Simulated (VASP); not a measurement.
Here is a VASP 6.6.1 calculation.

File INCAR:

```
PREC     = Accurate       # precision mode
ENCUT    = 520            # plane-wave cutoff, eV
EDIFF    = 1E-7           # SCF threshold, eV
ISMEAR   = 1              # smearing method
SIGMA    = 0.1            # smearing width, eV
LREAL    = F              # projectors in reciprocal space
LASPH    = T              # aspherical terms in the spheres
NELM     = 100            # most SCF steps
ALGO     = Normal         # electronic algorithm
ISIF     = 2              # what is computed and relaxed
LWAVE    = F              # write WAVECAR
LCHARG   = T              # write CHGCAR
GGA      = PE             # functional
LELF     = T              # ELF
LVHAR    = T            
NBANDS   = 29             # bands
```

The input KPOINTS:

```
Automatic mesh
0
Gamma
  4 4 4
```

The input POSCAR:

```
Sr3Zn
1.0
    5.6909133027      0.0000000000      0.0000000000
    0.0000000000      5.6909133027      0.0000000000
    0.0000000000      0.0000000000      5.6909133027
Sr Zn
3 1
Direct
    0.5000000000      0.0000000000      0.5000000000
    0.5000000000      0.5000000000      0.0000000000
    0.0000000000      0.5000000000      0.5000000000
    0.0000000000      0.0000000000      0.0000000000
```

Potentials or basis: VASP PAW PBE potentials, release 64 (Sr_sv, Zn).

The run is started by

```sh
$ cat potpaw_PBE.64/Sr_sv/POTCAR potpaw_PBE.64/Zn/POTCAR > POTCAR
$ mpirun -np 1 vasp_std > vasp.out
```

Estimate the pressure.

-1.3 GPa.

Predict the band gap on the k mesh.

zero (band 21 reaches 1.91 eV, above the bottom of band 22 at 1.33 eV).
